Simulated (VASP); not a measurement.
# ZnCd3Te4 (P-4m2) in VASP: notebook

Aim: see how the results for ZnCd3Te4 move with the level of theory and the settings. Levels: r2SCAN, PBE. Tasks: single point.

Everything below comes from runs of VASP 6.6.1. Logs are shortened: lines on timing, memory, paths and dates and some standing lists are left out, and cuts for length are marked.

**1. The cell of the first run**

It takes space group P-4m2 (No. 115, tetragonal). Conventional cell: a = 4.596 Å, b = 4.596 Å, c = 13.060 Å, α = 90.00°, β = 90.00°, γ = 90.00°. Within 3.6 Å of Zn (site symmetry -4m2) lie 4 Te at 2.72 Å. Within 3.8 Å of Cd (site symmetry 2mm) lie 4 Te at 2.85 to 2.86 Å. Within 3.8 Å of Cd (site symmetry -4m2) lie 4 Te at 2.85 Å. Te (site symmetry 2mm) has 4 Cd at 2.85 Å within 3.8 Å. Within 3.6 Å of Te (site symmetry 2mm) lie 2 Zn at 2.72 Å and 2 Cd at 2.86 Å.

**2. Single point, r2SCAN**

Contents of POSCAR:

```
ZnCd3Te4
1.0
    4.5958892000      0.0000000000      0.0000000000
    0.0000000000      4.5958892000      0.0000000000
    0.0000000000      0.0000000000     13.0604635000
Zn Cd Te
1 3 4
Direct
    0.0000000000      0.0000000000      0.0000000000
    0.5000000000      0.5000000000      0.7589550000
    0.0000000000      0.0000000000      0.5000000000
    0.5000000000      0.5000000000      0.2410450000
    0.5000000000      0.0000000000      0.6294940000
    0.0000000000      0.5000000000      0.3705060000
    0.5000000000      0.0000000000      0.1109910000
    0.0000000000      0.5000000000      0.8890090000
```

Contents of INCAR.step1:

```
PREC = Accurate
ENCUT = 520
ISMEAR = 0
SIGMA = 0.02
LREAL = False
LASPH = True
NELM = 80
NBANDS = 46
GGA = PE
ALGO = Normal
EDIFF = 1E-4
LWAVE = True
LCHARG = False
```

Contents of INCAR.step2:

```
PREC = Accurate
ENCUT = 520
EDIFF = 1E-6
ISMEAR = 0
SIGMA = 0.02
LREAL = False
LASPH = True
NELM = 80
ALGO = Normal
ISIF = 2
LWAVE = False
LCHARG = True
METAGGA = R2SCAN
LMIXTAU = True
LELF = True
LVHAR = True
NBANDS = 46
ISTART = 1
```

Contents of KPOINTS:

```
Automatic mesh
0
Gamma
  6 6 2
```

Potentials or basis: VASP PAW PBE potentials, release 64 (Zn, Cd, Te).

Launch:

```bash
$ cat potpaw_PBE.64/Zn/POTCAR potpaw_PBE.64/Cd/POTCAR potpaw_PBE.64/Te/POTCAR > POTCAR
$ cp INCAR.step1 INCAR
$ mpirun -np 1 vasp_std > vasp.out
$ cp INCAR.step2 INCAR
$ mpirun -np 1 vasp_std > vasp.out
```

OUTCAR:

```text
PREC = Accurate
   ENCUT = 520
   EDIFF = 1E-6
   ISMEAR = 0
   LREAL = False
   LASPH = True
   NELM = 80
   ISIF = 2
   METAGGA = R2SCAN
   ISTART = 1

 ion  position               nearest neighbor table
   1  0.000  0.000  0.000-   7 2.72   8 2.72   8 2.72   7 2.72
   2  0.500  0.500  0.759-   5 2.85   5 2.85   8 2.86   8 2.86
   3  0.000  0.000  0.500-   5 2.85   6 2.85   6 2.85   5 2.85
   4  0.500  0.500  0.241-   6 2.85   6 2.85   7 2.86   7 2.86
   5  0.500  0.000  0.629-   2 2.85   2 2.85   3 2.85   3 2.85
   6  0.000  0.500  0.371-   4 2.85   4 2.85   3 2.85   3 2.85
   7  0.500  0.000  0.111-   1 2.72   1 2.72   4 2.86   4 2.86
   8  0.000  0.500  0.889-   1 2.72   1 2.72   2 2.86   2 2.86

  LATTYP: Found a simple tetragonal cell.
 ALAT       =     4.5958892000
 C/A-ratio  =     2.8417707503

  Lattice vectors:

 A1 = (   4.5958892000,   0.0000000000,   0.0000000000)
 A2 = (   0.0000000000,   4.5958892000,   0.0000000000)
 A3 = (   0.0000000000,   0.0000000000,  13.0604635000)

Analysis of symmetry for initial positions (statically):
=====================================================================
 Subroutine PRICEL returns:
 Original cell was already a primitive cell.

 Routine SETGRP: Setting up the symmetry group for a
 simple tetragonal supercell.

 Subroutine GETGRP returns: Found  8 space group operations
 (whereof  8 operations were pure point group operations)
 out of a pool of 16 trial point group operations.

The static configuration has the point symmetry D_2d.

Analysis of symmetry for dynamics (positions and initial velocities):
=====================================================================
 Subroutine PRICEL returns:
 Original cell was already a primitive cell.

 Routine SETGRP: Setting up the symmetry group for a
 simple tetragonal supercell.

 Subroutine GETGRP returns: Found  8 space group operations
 (whereof  8 operations were pure point group operations)
 out of a pool of 16 trial point group operations.

The dynamic configuration has the point symmetry D_2d.

 Subroutine INISYM returns: Found  8 space group operations
 (whereof  8 operations are pure point group operations),
 and found     1 'primitive' translations

----------------------------------------------------------------------------------------

                                     Primitive cell

  volume of cell :     275.8657

  direct lattice vectors                    reciprocal lattice vectors
     4.595889200  0.000000000  0.000000000     0.217585750  0.000000000  0.000000000
     0.000000000  4.595889200  0.000000000     0.000000000  0.217585750  0.000000000
     0.000000000  0.000000000 13.060463500     0.000000000  0.000000000  0.076566961

  length of vectors
     4.595889200  4.595889200 13.060463500     0.217585750  0.217585750  0.076566961

  position of ions in fractional coordinates (direct lattice)
     0.000000000  0.000000000  0.000000000
     0.500000000  0.500000000  0.758955000
     0.000000000  0.000000000  0.500000000
     0.500000000  0.500000000  0.241045000
     0.500000000  0.000000000  0.629494000
     0.000000000  0.500000000  0.370506000
     0.500000000  0.000000000  0.110991000
     0.000000000  0.500000000  0.889009000

  ion indices of the primitive-cell ions
   primitive index   ion index
                 1           1
                 2           2
                 3           3
                 4           4
                 5           5
                 6           6
                 7           7
                 8           8

----------------------------------------------------------------------------------------

 KPOINTS: Automatic mesh

Automatic generation of k-mesh.
 Grid dimensions read from file:
 generate k-points for:    6    6    2

 Generating k-lattice:

  Cartesian coordinates                     Fractional coordinates (reciprocal lattice)
     0.036264292  0.000000000  0.000000000     0.166666667  0.000000000  0.000000000
     0.000000000  0.036264292  0.000000000     0.000000000  0.166666667  0.000000000
     0.000000000  0.000000000  0.038283481     0.000000000  0.000000000  0.500000000

  Length of vectors
     0.036264292  0.036264292  0.038283481

  Shift w.r.t. Gamma in fractional coordinates (k-lattice)
     0.000000000  0.000000000  0.000000000

 Subroutine IBZKPT returns following result:
 ===========================================

 Found     20 irreducible k-points:

 Following reciprocal coordinates:
            Coordinates               Weight
  0.000000  0.000000  0.000000      1.000000
  0.166667  0.000000  0.000000      4.000000
  0.333333  0.000000  0.000000      4.000000
  0.500000  0.000000  0.000000      2.000000
  0.166667  0.166667  0.000000      4.000000
  0.333333  0.166667  0.000000      8.000000
[... 12 lines left out ...]
  0.500000  0.333333  0.500000      4.000000
  0.500000  0.500000  0.500000      1.000000
   k-points           NKPTS =     20   k-points in BZ     NKDIM =     20   number of bands    NBANDS=     46
   number of dos      NEDOS =    301   number of ions     NIONS =      8
   total plane-waves  NPLWV = 127008
   dimension x,y,z NGX =    36 NGY =   36 NGZ =   98
   dimension x,y,z NGXF=    72 NGYF=   72 NGZF=  196
   ions per type =               1   3   4
   NGX,Y,Z   is equivalent  to a cutoff of  13.02, 13.02, 12.47 a.u.
   NGXF,Y,Z  is equivalent  to a cutoff of  26.04, 26.04, 24.95 a.u.
 SYSTEM =  unknown system
   PREC   = accura    normal or accurate (medium, high low for compatibility)
   ISTART =      1    job   : 0-new  1-cont  2-samecut
   ICHARG =      0    charge: 1-file 2-atom 10-const
   ISPIN  =      1    spin polarized calculation?
   LNONCOLLINEAR =      F non collinear calculations
   LSORBIT =      F    spin-orbit coupling
   LASPH  =      T    aspherical Exc in radial PAW
   ENCUT  =  520.0 eV  38.22 Ry    6.18 a.u.   8.55  8.55 24.28*2*pi/ulx,y,z
   NELM   =     80;   NELMIN=  2; NELMDL=  0     # of ELM steps
   EDIFF  = 0.1E-05   stopping-criterion for ELM
   LREAL  =      F    real-space projection
   EDIFFG = 0.1E-04   stopping-criterion for IOM
   NSW    =      0    number of steps for IOM
   IBRION =     -1    ionic relax: 0-MD 1-quasi-New 2-CG
   NFREE  =      0    steps in history (QN), initial steepest desc. (CG)
   ISIF   =      2    stress and relaxation
   ISYM   =      2    0-nonsym 1-usesym 2-fastsym
   POTIM  = 0.5000    time-step for ionic-motion
   TEBEG  =    0.0;   TEEND  =   0.0 temperature during run
   PSTRESS=    0.0 pullay stress
   NELECT =      72.0000    total number of electrons
   NUPDOWN=      -1.0000    fix difference up-down
   EMIN   =  10.00;   EMAX   =-10.00  energy-range for DOS
   EFERMI =   0.00;   METHOD = LEGACY
   ISMEAR =     0;   SIGMA  =   0.02  broadening in eV -4-tet -1-fermi 0-gaus
   EFERMI_NEDOS =   21; number of points for ismear=-14 and -15
   IALGO  =     38    algorithm
   IMIX   =      4    mixing-type and parameters
     AMIX     =   0.40;   BMIX     =  1.00
     AMIX_MAG =   1.60;   BMIX_MAG =  1.00
  volume/ion in A,a.u.               =      34.48       232.70
  Fermi-wavevector in a.u.,A,eV,Ry     =   1.046212  1.977054 14.892392  1.094560
  Thomas-Fermi vector in A             =   2.181041
   LORBIT       =      0    0 simple, 1 ext, 2 COOP (PROOUT), +10 PAW based schemes
   METAGGA = R2SCAN    functional components
   LHFCALC =     F    Hartree Fock is set to
   AEXX    =    0.0000 exact exchange contribution
   IVDW    =     0    specifies the selected vdW correction
   LEPSILON=     F    determine dielectric tensor
   LRPA    =     F    only Hartree local field effects (RPA)
 non-spin polarized calculation
 Gauss-broadening in eV      SIGMA  =   0.02
  energy-cutoff  :      520.00
  volume of cell :      275.87
 maximum number of plane-waves:      7471
 NGX is ok and might be reduce to    36
   NGX = 17   NGY = 17   NGZ = 49

 number of electron      71.9999981 magnetization

 Free energy of the ion-electron system (eV)
  ---------------------------------------------------
  ext. energy  EPLUGINS =         0.00000000
  ---------------------------------------------------
  free energy    TOTEN  =      -175.28054159 eV

  energy without entropy =     -175.28054159  energy(sigma->0) =     -175.28054159

 E-fermi :   1.9047     XC(G=0):  -8.9391

 val. band max:        1.8062576699   @ k =   0.0000   0.0000   0.0000
 cond. band min:       2.9396196679   @ k =   0.0000   0.0000   0.0000
 fundamental gap:      1.1333619980
 Fermi energy:         1.9047229449

 k-point     1 :       0.0000    0.0000    0.0000
  band No.  band energies     occupation
      1      -9.6014      2.00000
      2      -9.2917      2.00000
      3      -9.1849      2.00000
      4      -8.9185      2.00000
      5      -6.5976      2.00000
      6      -6.5976      2.00000
[... 38 lines left out ...]
     45       6.8185      0.00000
     46       6.8225      0.00000

 k-point     2 :       0.1667    0.0000    0.0000
  band No.  band energies     occupation
      1      -9.5195      2.00000
      2      -9.2499      2.00000
      3      -9.1554      2.00000
      4      -8.9233      2.00000
      5      -6.5906      2.00000
      6      -6.5801      2.00000
[... 38 lines left out ...]
     45       6.9651      0.00000
     46       7.2937      0.00000

 k-point     3 :       0.3333    0.0000    0.0000
  band No.  band energies     occupation
      1      -9.3186      2.00000
      2      -9.1616      2.00000
      3      -9.1016      2.00000
      4      -8.9628      2.00000
      5      -6.5725      2.00000
      6      -6.5720      2.00000
[... 38 lines left out ...]
     45       7.3591      0.00000
     46       7.6378      0.00000

 k-point     4 :       0.5000    0.0000    0.0000
  band No.  band energies     occupation
      1      -9.1451      2.00000
      2      -9.0991      2.00000
      3      -9.0986      2.00000
      4      -9.0464      2.00000
      5      -6.5590      2.00000
      6      -6.5574      2.00000
[... 724 lines left out ...]
     45       7.8688      0.00000
     46       7.9521      0.00000

 k-point    19 :       0.5000    0.3333    0.5000
  band No.  band energies     occupation
      1      -9.0111      2.00000
      2      -9.0111      2.00000
      3      -8.9805      2.00000
      4      -8.9527      2.00000
      5      -6.5192      2.00000
      6      -6.5188      2.00000
[... 38 lines left out ...]
     45       8.5690      0.00000
     46       8.7190      0.00000

 k-point    20 :       0.5000    0.5000    0.5000
  band No.  band energies     occupation
      1      -8.9823      2.00000
      2      -8.9823      2.00000
      3      -8.9218      2.00000
      4      -8.9218      2.00000
      5      -6.5030      2.00000
      6      -6.5030      2.00000
[... 38 lines left out ...]
     45       9.5780      0.00000
     46       9.5781      0.00000

------------------------ aborting loop because EDIFF is reached ----------------------------------------

  FORCE on cell =-STRESS in cart. coord.  units (eV):
  Direction    XX          YY          ZZ          XY          YZ          ZX
  --------------------------------------------------------------------------------------
  -------------------------------------------------------------------------------------
  Total       -1.8794022     -1.8794022     -1.7876357      0.0000000      0.0000000      0.0000000
  in kB      -10.9152233    -10.9152233    -10.3822601      0.0000000      0.0000000      0.0000000
  external PRESSURE =     -10.7375689 kB  Pullay stress =       0.0000000 kB

 VOLUME and BASIS-vectors are now :
 -----------------------------------------------------------------------------
  energy-cutoff  :      520.00
  volume of cell :      275.87
      direct lattice vectors                 reciprocal lattice vectors
     4.595889200  0.000000000  0.000000000     0.217585750  0.000000000  0.000000000
     0.000000000  4.595889200  0.000000000     0.000000000  0.217585750  0.000000000
     0.000000000  0.000000000 13.060463500     0.000000000  0.000000000  0.076566961

 POSITION                                       TOTAL-FORCE (eV/Angst)
 -----------------------------------------------------------------------------------
      0.00000      0.00000      0.00000        -0.000000     -0.000000      0.000000
      2.29794      2.29794      9.91230        -0.000000     -0.000000      0.005206
      0.00000      0.00000      6.53023         0.000000     -0.000000      0.000000
      2.29794      2.29794      3.14816         0.000000      0.000000     -0.005206
      2.29794      0.00000      8.22148        -0.000000     -0.000000      0.000567
      0.00000      2.29794      4.83898        -0.000000     -0.000000     -0.000567
      2.29794      0.00000      1.44959         0.000000     -0.000000     -0.025560
      0.00000      2.29794     11.61087        -0.000000     -0.000000      0.025560
 -----------------------------------------------------------------------------------
    total drift:                                0.000000      0.000000      0.000000

  FREE ENERGIE OF THE ION-ELECTRON SYSTEM (eV)
  ---------------------------------------------------
  free  energy   TOTEN  =      -175.2805415896 eV

  energy  without entropy=     -175.2805415896  energy(sigma->0) =     -175.28054159
```

Wall time 5.7 min (1 thread of Intel Xeon 6975P-C (Granite Rapids), shared host); peak memory 0.51 GiB.

Results:

| Item | Value |
| --- | --- |
| Free energy | -175.2805 eV |
| Pressure | -1.1 GPa |
| Largest force | 0.026 eV/Å |
| Band gap on the k mesh | 1.13 eV |

Forces in eV/Å, atoms in the order of the input:
```
Zn   0.000  0.000  0.000
Cd   0.000  0.000  0.005
Cd   0.000  0.000  0.000
Cd   0.000  0.000 -0.005
Te   0.000  0.000  0.001
Te   0.000  0.000 -0.001
Te   0.000  0.000 -0.026
Te   0.000  0.000  0.026
```

Levels at points of the mesh, in eV from the valence-band top:
```tsv
k point	band 34	band 35	band 36	band 37	band 38	band 39
(0.00, 0.00, 0.00)	-0.06	0.00	0.00	1.13	2.61	2.89
(0.50, 0.00, 0.00)	-0.70	-0.65	-0.65	2.02	2.18	3.26
(0.50, 0.50, 0.00)	-1.80	-1.80	-1.76	2.78	2.94	2.94
(0.00, 0.00, 0.50)	-0.41	-0.29	-0.29	2.19	2.30	2.78
(0.50, 0.00, 0.50)	-0.70	-0.65	-0.65	2.51	2.84	2.88
(0.50, 0.50, 0.50)	-1.96	-1.92	-1.92	3.37	3.46	3.57
```

Caveat: the PAW data sets were made with another functional, which shifts forces and pressure a little; spin-orbit coupling is left out, which moves the levels of the heavy elements.

[end of part 1 of 2]
